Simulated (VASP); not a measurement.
# LiF (Fm-3m) in VASP: a series of runs

The runs below take LiF through elastic constants, with LDA.

Everything below comes from runs of VASP 6.6.1. Logs are shortened: lines on timing, memory, paths and dates and some standing lists are left out, and cuts for length are marked.

### 1 The cell of the first run

It takes space group Fm-3m (No. 225, cubic). Conventional cell: a = 3.743 Å, b = 3.743 Å, c = 3.743 Å, α = 90.00°, β = 90.00°, γ = 90.00°. Li (site symmetry m-3m) has 6 F at 1.87 Å within 2.5 Å. F (site symmetry m-3m) has 6 Li at 1.87 Å within 2.5 Å.

### 2 Elastic constants, LDA

INCAR

```
SYSTEM = LiF
ALGO     = Normal         ! electronic algorithm
EDIFF    = 1E-8           ! SCF threshold, eV
ENCUT    = 600            ! plane-wave cutoff, eV
GGA      = CA             ! functional
IBRION   = 6              ! ionic algorithm
ISIF     = 3              ! what is computed and relaxed
ISMEAR   = 0              ! smearing method
LASPH    = .True.         ! aspherical terms in the spheres
LCHARG   = .True.         ! write CHGCAR
LREAL    = .False.        ! projectors in reciprocal space
LWAVE    = .False.        ! write WAVECAR
NBANDS   = 12             ! bands
NELM     = 60             ! most SCF steps
NFREE    = 2            
NSW      = 1              ! ionic steps
POTIM    = 0.015          ! step
PREC     = Accurate       ! precision mode
SIGMA    = 0.01           ! smearing width, eV
```

KPOINTS

```
k-points
0
Gamma
  10 10 10
  0 0 0
```

POSCAR

```
LiF
1.0
    0.0000000000      1.8713115666      1.8713115666
    1.8713115666      0.0000000000      1.8713115666
    1.8713115666      1.8713115666      0.0000000000
Li F
1 1
Direct
    0.0000000000      0.0000000000      0.0000000000
    0.5000000000      0.5000000000      0.5000000000
```

Potentials or basis: VASP PAW LDA potentials, release 64 (Li_sv, F).

On the command line:

```
> cat potpaw_LDA.64/Li_sv/POTCAR potpaw_LDA.64/F/POTCAR > POTCAR
> mpirun -np 1 vasp_std > vasp.out
```

OUTCAR:

```text
SYSTEM = LiF
   EDIFF = 1E-8
   ENCUT = 600
   GGA = CA
   IBRION = 6
   ISIF = 3
   ISMEAR = 0
   LASPH = .True.
   LREAL = .False.
   NELM = 60
   NFREE = 2
   NSW = 1
   POTIM = 0.015
   PREC = Accurate

 ion  position               nearest neighbor table
   1  0.000  0.000  0.000-   2 1.87   2 1.87   2 1.87   2 1.87   2 1.87   2 1.87
   2  0.500  0.500  0.500-   1 1.87   1 1.87   1 1.87   1 1.87   1 1.87   1 1.87

  LATTYP: Found a face centered cubic cell.
 ALAT       =     3.7426231332

  Lattice vectors:

 A1 = (   0.0000000000,   1.8713115666,   1.8713115666)
 A2 = (   1.8713115666,   0.0000000000,   1.8713115666)
 A3 = (   1.8713115666,   1.8713115666,   0.0000000000)

Analysis of symmetry for initial positions (statically):
=====================================================================
 Subroutine PRICEL returns:
 Original cell was already a primitive cell.

 Routine SETGRP: Setting up the symmetry group for a
 face centered cubic supercell.

 Subroutine GETGRP returns: Found 48 space group operations
 (whereof 48 operations were pure point group operations)
 out of a pool of 48 trial point group operations.

The static configuration has the point symmetry O_h .

Analysis of symmetry for dynamics (positions and initial velocities):
=====================================================================
 Subroutine PRICEL returns:
 Original cell was already a primitive cell.

 Routine SETGRP: Setting up the symmetry group for a
 face centered cubic supercell.

 Subroutine GETGRP returns: Found 48 space group operations
 (whereof 48 operations were pure point group operations)
 out of a pool of 48 trial point group operations.

The dynamic configuration has the point symmetry O_h .

 Subroutine INISYM returns: Found 48 space group operations
[... 355 lines left out ...]
      6      11.3934      0.00000
      7      26.3455      0.00000
      8      26.3455      0.00000
      9      26.3904      0.00000
     10      26.6847      0.00000
     11      26.7271      0.00000
     12      26.7271      0.00000
[... 331 lines left out ...]
 k-point    24 :       0.4000    0.3000    0.0000
  band No.  band energies     occupation
      1     -39.0176      2.00000
      2     -19.1732      2.00000
      3      -2.8957      2.00000
      4      -0.9712      2.00000
      5      -0.8141      2.00000
      6      15.2299      0.00000
      7      17.9490      0.00000
      8      20.8923      0.00000
      9      22.4711      0.00000
     10      23.6244      0.00000
     11      38.8697      0.00000
     12      39.2361      0.00000

 [... further k-points ...]
[... 5 lines left out ...]
  --------------------------------------------------------------------------------------
  -------------------------------------------------------------------------------------
  Total        1.1766670      1.1701819      1.1701819      0.0000000      0.0000000      0.0000000
  in kB      143.8453561    143.0525679    143.0525679      0.0000000      0.0000000      0.0000000
  external PRESSURE =     143.3168306 kB  Pullay stress =       0.0000000 kB
[... 17 lines left out ...]
  FREE ENERGIE OF THE ION-ELECTRON SYSTEM (eV)
  ---------------------------------------------------
  free  energy   TOTEN  =       -10.4223704517 eV

  energy  without entropy=      -10.4223704517  energy(sigma->0) =      -10.42237045

 INTERNAL STRAIN TENSORS FROM STRAINED CELLS
 ============================================

 INTERNAL STRAIN TENSOR FOR ION    1 for displacements in x,y,z  (eV/Angst):
          X           Y           Z          XY          YZ          ZX
  --------------------------------------------------------------------------------
  x    -0.00000     0.00000    -0.00000     0.00000    -0.00000     0.00000
  y    -0.00000    -0.00000     0.00000     0.00000    -0.00000     0.00000
  z     0.00000    -0.00000    -0.00000    -0.00000     0.00000     0.00000

 INTERNAL STRAIN TENSORS FROM DISPLACED ATOMS
 ============================================

 INTERNAL STRAIN TENSOR FOR ION    1 for displacements in x,y,z  (eV/Angst):
          X           Y           Z          XY          YZ          ZX
  --------------------------------------------------------------------------------
  x     0.00000     0.00000     0.00000     0.00000     0.00000     0.00000
  y     0.00000     0.00000     0.00000     0.00000     0.00000     0.00000
  z     0.00000     0.00000     0.00000     0.00000     0.00000     0.00000

 INTERNAL STRAIN TENSOR FOR ION    2 for displacements in x,y,z  (eV/Angst):
          X           Y           Z          XY          YZ          ZX
  --------------------------------------------------------------------------------
  x     0.00000     0.00000     0.00000     0.00000     0.00000     0.00000
  y     0.00000     0.00000     0.00000     0.00000     0.00000     0.00000
  z     0.00000     0.00000     0.00000     0.00000     0.00000     0.00000

 Eigenvectors and eigenvalues of the dynamical matrix
 ----------------------------------------------------

   1 f  =   13.786055 THz    86.620341 2PiTHz  459.853312 cm-1    57.014519 meV
             X         Y         Z           dx          dy          dz
      0.000000  0.000000  0.000000     0.000000    0.854842    0.000000
      1.871312  1.871312  1.871312     0.000000   -0.518889    0.000000
[... 21 lines left out ...]
   6 f/i=    0.004458 THz     0.028010 2PiTHz    0.148703 cm-1     0.018437 meV
             X         Y         Z           dx          dy          dz
      0.000000  0.000000  0.000000     0.000000    0.000000   -0.518889
      1.871312  1.871312  1.871312     0.000000    0.000000   -0.854842

--------------------------------------------------------------------------------------------------------

 ELASTIC MODULI CONTR FROM IONIC RELAXATION (kBar)
 Direction    XX          YY          ZZ          XY          YZ          ZX
 --------------------------------------------------------------------------------
 XX           0.0000      0.0000      0.0000      0.0000      0.0000      0.0000
 YY           0.0000      0.0000      0.0000      0.0000      0.0000      0.0000
 ZZ           0.0000      0.0000      0.0000      0.0000      0.0000      0.0000
 XY           0.0000      0.0000      0.0000      0.0000      0.0000      0.0000
 YZ           0.0000      0.0000      0.0000      0.0000      0.0000      0.0000
 ZX           0.0000      0.0000      0.0000      0.0000      0.0000      0.0000
 --------------------------------------------------------------------------------

 TOTAL ELASTIC MODULI (kBar)
 Direction    XX          YY          ZZ          XY          YZ          ZX
 --------------------------------------------------------------------------------
 XX        2690.0763    580.1125    580.1125     -0.0000      0.0000      0.0000
 YY         580.1125   2690.0763    580.1125      0.0000     -0.0000      0.0000
 ZZ         580.1125    580.1125   2690.0763      0.0000      0.0000      0.0000
 XY          -0.0000      0.0000      0.0000    812.8820      0.0000     -0.0000
 YZ           0.0000     -0.0000      0.0000      0.0000    812.8820     -0.0000
 ZX           0.0000      0.0000      0.0000     -0.0000     -0.0000    812.8820
 --------------------------------------------------------------------------------
```

It took 5.7 min on 1 thread of Intel Xeon 8259CL, shared host; peak memory 0.2 GiB.

Results:

```yaml
Elastic_constants_C11_C12_C44: 269, 58, 81 GPa
Voigt_bulk_modulus: 128 GPa
Highest_phonon_frequency_at_Γ_LO-TO_splitting_left_out: 460 cm⁻¹
```

Phonon frequencies in cm⁻¹ (negative: imaginary):
```
              q point        frequencies
(0.000, 0.000, 0.000)  0 0 0 460 460 460
```

Elastic tensor in Voigt notation (GPa, in the Cartesian axes of the cell as first typed):
```
269  58  58   0   0   0
 58 269  58   0   0   0
 58  58 269   0   0   0
  0   0   0  81   0   0
  0   0   0   0  81   0
  0   0   0   0   0  81
```

Clamped-ion elastic tensor (GPa):
```
269  58  58   0   0   0
 58 269  58   0   0   0
 58  58 269   0   0   0
  0   0   0  81   0   0
  0   0   0   0  81   0
  0   0   0   0   0  81
```

Caveat: the cell is under stress, which shifts elastic constants; the cutoff is under 1.25 times the usual one of these potentials, so pressure, stress and relaxed cells hold a basis-set (Pulay) error.

### 3 Elastic constants, LDA

This run uses another cell than the first one, of 6.80 Å³/atom.

INCAR

```
  PREC = Accurate
  ENCUT = 600
  EDIFF = 1E-8
  ISMEAR = 0
  SIGMA = 0.01
  LREAL = F
  LASPH = T
  NELM = 80
  ALGO = Normal
  ISIF = 3
  LWAVE = F
  LCHARG = F
  NBANDS = 12
  IBRION = 6
  NFREE = 2
  POTIM = 0.015
  NSW = 1
```

KPOINTS

```
Automatic mesh
0
Gamma
  10 10 10
```

POSCAR

```
LiF
1.0
    0.0000000000      1.8942113018      1.8942113018
    1.8942113018      0.0000000000      1.8942113018
    1.8942113018      1.8942113018      0.0000000000
Li F
1 1
Direct
    0.0000000000      0.0000000000      0.0000000000
    0.5000000000      0.5000000000      0.5000000000
```

Potentials or basis: VASP PAW LDA potentials, release 64 (Li_sv, F).

On the command line:

```
> cat potpaw_LDA.64/Li_sv/POTCAR potpaw_LDA.64/F/POTCAR > POTCAR
> mpirun -np 1 vasp_std > vasp.out
```

Wall time 6.1 min (1 thread of Intel Xeon 8259CL, shared host); peak memory 0.21 GiB.

The run converged. Its results:

```yaml
Elastic_constants_C11_C12_C44: 233, 55, 77 GPa
Voigt_bulk_modulus: 114 GPa
Highest_phonon_frequency_at_Γ_LO-TO_splitting_left_out: 426 cm⁻¹
```

Phonon frequencies in cm⁻¹ (negative: imaginary):
| q point | frequencies |
| --- | --- |
| (0.000, 0.000, 0.000) | 0 0 0 426 426 426 |

Elastic tensor in Voigt notation (GPa, in the Cartesian axes of the cell as first typed):
```
233  55  55   0   0   0
 55 233  55   0   0   0
 55  55 233   0   0   0
  0   0   0  77   0   0
  0   0   0   0  77   0
  0   0   0   0   0  77
```

Clamped-ion elastic tensor (GPa):
```
233  55  55   0   0   0
 55 233  55   0   0   0
 55  55 233   0   0   0
  0   0   0  77   0   0
  0   0   0   0  77   0
  0   0   0   0   0  77
```

Caveat: the cell is under stress, which shifts elastic constants; the cutoff is under 1.25 times the usual one of these potentials, so pressure, stress and relaxed cells hold a basis-set (Pulay) error.

### 4 Elastic constants, LDA

This run uses another cell than the first one, of 6.97 Å³/atom.

INCAR

```
SYSTEM = LiF
ALGO = Normal
EDIFF = 1E-8
ENCUT = 600
GGA = CA
IBRION = 6
ISIF = 3
ISMEAR = 0
LASPH = .TRUE.
LCHARG = .FALSE.
LREAL = .FALSE.
LWAVE = .FALSE.
NBANDS = 12
NELM = 60
NFREE = 2
NSW = 1
POTIM = 0.015
PREC = Accurate
SIGMA = 0.01
```

KPOINTS

```
k-points
0
G
  10 10 10
  0 0 0
```

POSCAR

```
LiF
1.0
    0.0000000000      1.9099111853      1.9099111853
    1.9099111853      0.0000000000      1.9099111853
    1.9099111853      1.9099111853      0.0000000000
Li F
1 1
Direct
    0.0000000000      0.0000000000      0.0000000000
    0.5000000000      0.5000000000      0.5000000000
```

Potentials or basis: VASP PAW LDA potentials, release 64 (Li_sv, F).

On the command line:

```
> cat potpaw_LDA.64/Li_sv/POTCAR potpaw_LDA.64/F/POTCAR > POTCAR
> mpirun -np 1 vasp_std > vasp.out
```

OUTCAR:

```text
SYSTEM = LiF
   EDIFF = 1E-8
   ENCUT = 600
   GGA = CA
   IBRION = 6
   ISIF = 3
   ISMEAR = 0
   LASPH = .TRUE.
   LREAL = .FALSE.
   NELM = 60
   NFREE = 2
   NSW = 1
   POTIM = 0.015
   PREC = Accurate

 ion  position               nearest neighbor table
   1  0.000  0.000  0.000-   2 1.91   2 1.91   2 1.91   2 1.91   2 1.91   2 1.91
   2  0.500  0.500  0.500-   1 1.91   1 1.91   1 1.91   1 1.91   1 1.91   1 1.91

  LATTYP: Found a face centered cubic cell.
 ALAT       =     3.8198223706

  Lattice vectors:

 A1 = (   0.0000000000,   1.9099111853,   1.9099111853)
 A2 = (   1.9099111853,   0.0000000000,   1.9099111853)
 A3 = (   1.9099111853,   1.9099111853,   0.0000000000)

Analysis of symmetry for initial positions (statically):
=====================================================================
 Subroutine PRICEL returns:
 Original cell was already a primitive cell.

 Routine SETGRP: Setting up the symmetry group for a
 face centered cubic supercell.

 Subroutine GETGRP returns: Found 48 space group operations
 (whereof 48 operations were pure point group operations)
 out of a pool of 48 trial point group operations.

The static configuration has the point symmetry O_h .

Analysis of symmetry for dynamics (positions and initial velocities):
=====================================================================
 Subroutine PRICEL returns:
[... 737 lines left out ...]
      7      25.1966      0.00000
      8      25.1966      0.00000
      9      25.2827      0.00000
     10      25.3540      0.00000
     11      25.4379      0.00000
     12      25.4379      0.00000
[... 374 lines left out ...]
  FREE ENERGIE OF THE ION-ELECTRON SYSTEM (eV)
  ---------------------------------------------------
  free  energy   TOTEN  =       -10.4797899574 eV

  energy  without entropy=      -10.4797899574  energy(sigma->0) =      -10.47978996

 INTERNAL STRAIN TENSORS FROM STRAINED CELLS
 ============================================

 INTERNAL STRAIN TENSOR FOR ION    1 for displacements in x,y,z  (eV/Angst):
          X           Y           Z          XY          YZ          ZX
  --------------------------------------------------------------------------------
  x    -0.00000     0.00000     0.00000    -0.00000    -0.00000     0.00000
  y    -0.00000     0.00000    -0.00000     0.00000     0.00000     0.00000
  z     0.00000    -0.00000     0.00000     0.00000     0.00000     0.00000

 INTERNAL STRAIN TENSORS FROM DISPLACED ATOMS
 ============================================

 INTERNAL STRAIN TENSOR FOR ION    1 for displacements in x,y,z  (eV/Angst):
          X           Y           Z          XY          YZ          ZX
  --------------------------------------------------------------------------------
  x     0.00000     0.00000     0.00000     0.00000     0.00000     0.00000
  y     0.00000     0.00000     0.00000     0.00000     0.00000     0.00000
  z     0.00000     0.00000     0.00000     0.00000     0.00000     0.00000

 INTERNAL STRAIN TENSOR FOR ION    2 for displacements in x,y,z  (eV/Angst):
          X           Y           Z          XY          YZ          ZX
  --------------------------------------------------------------------------------
  x     0.00000     0.00000     0.00000     0.00000     0.00000     0.00000
  y     0.00000     0.00000     0.00000     0.00000     0.00000     0.00000
  z     0.00000     0.00000     0.00000     0.00000     0.00000     0.00000

 Eigenvectors and eigenvalues of the dynamical matrix
 ----------------------------------------------------

   1 f  =   12.121735 THz    76.163109 2PiTHz  404.337567 cm-1    50.131447 meV
             X         Y         Z           dx          dy          dz
      0.000000  0.000000  0.000000     0.855068    0.000000    0.000000
      1.909911  1.909911  1.909911    -0.518515    0.000000    0.000000
[... 21 lines left out ...]
   6 f/i=    0.009216 THz     0.057906 2PiTHz    0.307412 cm-1     0.038114 meV
             X         Y         Z           dx          dy          dz
      0.000000  0.000000  0.000000    -0.488169    0.174563    0.008757
      1.909911  1.909911  1.909911    -0.805026    0.287866    0.014441

--------------------------------------------------------------------------------------------------------

 ELASTIC MODULI CONTR FROM IONIC RELAXATION (kBar)
 Direction    XX          YY          ZZ          XY          YZ          ZX
 --------------------------------------------------------------------------------
 XX           0.0000      0.0000      0.0000      0.0000      0.0000      0.0000
 YY           0.0000      0.0000      0.0000      0.0000      0.0000      0.0000
 ZZ           0.0000      0.0000      0.0000      0.0000      0.0000      0.0000
 XY           0.0000      0.0000      0.0000      0.0000      0.0000      0.0000
 YZ           0.0000      0.0000      0.0000      0.0000      0.0000      0.0000
 ZX           0.0000      0.0000      0.0000      0.0000      0.0000      0.0000
 --------------------------------------------------------------------------------

 TOTAL ELASTIC MODULI (kBar)
 Direction    XX          YY          ZZ          XY          YZ          ZX
 --------------------------------------------------------------------------------
 XX        2100.1720    533.1677    533.1677      0.0000      0.0000     -0.0000
 YY         533.1677   2100.1720    533.1677      0.0000     -0.0000     -0.0000
 ZZ         533.1677    533.1677   2100.1720     -0.0000      0.0000      0.0000
 XY           0.0000      0.0000     -0.0000    744.9363      0.0000     -0.0000
 YZ           0.0000     -0.0000      0.0000      0.0000    744.9363      0.0000
 ZX          -0.0000     -0.0000      0.0000     -0.0000      0.0000    744.9363
 --------------------------------------------------------------------------------
```

OSZICAR:

```text
N       E                     dE             d eps       ncg     rms          rms(c)
DAV:   1     0.352990359503E+02    0.35299E+02   -0.60088E+03  1136   0.958E+02
DAV:   2    -0.991062880113E+01   -0.45210E+02   -0.44260E+02  1396   0.206E+02
DAV:   3    -0.109695859320E+02   -0.10590E+01   -0.10568E+01  1472   0.275E+01
DAV:   4    -0.109764657853E+02   -0.68799E-02   -0.68796E-02  1264   0.248E+00
[... 170 lines left out ...]
DAV:   4    -0.104797889052E+02    0.47739E-04   -0.17769E-04  2976   0.133E-01    0.118E-02
DAV:   5    -0.104797903122E+02   -0.14070E-05   -0.17417E-05  2764   0.334E-02    0.771E-03
DAV:   6    -0.104797899826E+02    0.32967E-06   -0.68759E-07  3000   0.921E-03    0.121E-03
DAV:   7    -0.104797899585E+02    0.24017E-07   -0.18645E-07  2904   0.373E-03    0.420E-04
DAV:   8    -0.104797899574E+02    0.10957E-08   -0.51547E-09  1448   0.676E-04
  17 F= -.10479790E+02 E0= -.10479790E+02  d E =0.000000E+00
```

stdout:

```text
POSCAR found type information on POSCAR LiF
 POSCAR found :  2 types and       2 ions
 scaLAPACK will be used
 LDA part: xc-table for (Slater(with rela. corr.)+CA(PZ))
 , standard interpolation
 POSCAR, INCAR and KPOINTS ok, starting setup
 FFT: planning ... GRIDC
 FFT: planning ... GRID_SOFT
 FFT: planning ... GRID
 WAVECAR not read
 entering main loop
 Found     2 degrees of freedom:
 Adding 6 more for cell shape distortion
 Finite differences POTIM= 0.01500 DOF=   8
 bond charge predicted
 Finite differences progress:
 bond charge predicted
 Finite differences progress:
 bond charge predicted
 Finite differences progress:
 bond charge predicted
 Finite differences progress:
 bond charge predicted
 Finite differences progress:
 bond charge predicted
 Finite differences progress:
 bond charge predicted
 Finite differences progress:
 bond charge predicted
 Finite differences progress:
 bond charge predicted
 Finite differences progress:
 bond charge predicted
 Finite differences progress:
 bond charge predicted
 Finite differences progress:
 bond charge predicted
 Finite differences progress:
 bond charge predicted
 Finite differences progress:
 bond charge predicted
 Finite differences progress:
 bond charge predicted
 Finite differences progress:
 bond charge predicted
 Finite differences progress:
```

Run time: 5.8 min. Hardware: 1 thread of Intel Xeon 8259CL, shared host; peak memory 0.21 GiB.

Results:

| Item | Value |
| --- | --- |
| Elastic constants C11, C12, C44 | 210, 53, 74 GPa |
| Voigt bulk modulus | 106 GPa |
| Highest phonon frequency at Γ, LO-TO splitting left out | 404 cm⁻¹ |

Phonon frequencies in cm⁻¹ (negative: imaginary):
```
              q point        frequencies
(0.000, 0.000, 0.000)  0 0 0 404 404 404
```

Elastic tensor in Voigt notation (GPa, in the Cartesian axes of the cell as first typed):
```
210  53  53   0   0   0
 53 210  53   0   0   0
 53  53 210   0   0   0
  0   0   0  74   0   0
  0   0   0   0  74   0
  0   0   0   0   0  74
```

Clamped-ion elastic tensor (GPa):
```
210  53  53   0   0   0
 53 210  53   0   0   0
 53  53 210   0   0   0
  0   0   0  74   0   0
  0   0   0   0  74   0
  0   0   0   0   0  74
```

Caveat: the cell is under stress, which shifts elastic constants; the cutoff is under 1.25 times the usual one of these potentials, so pressure, stress and relaxed cells hold a basis-set (Pulay) error.
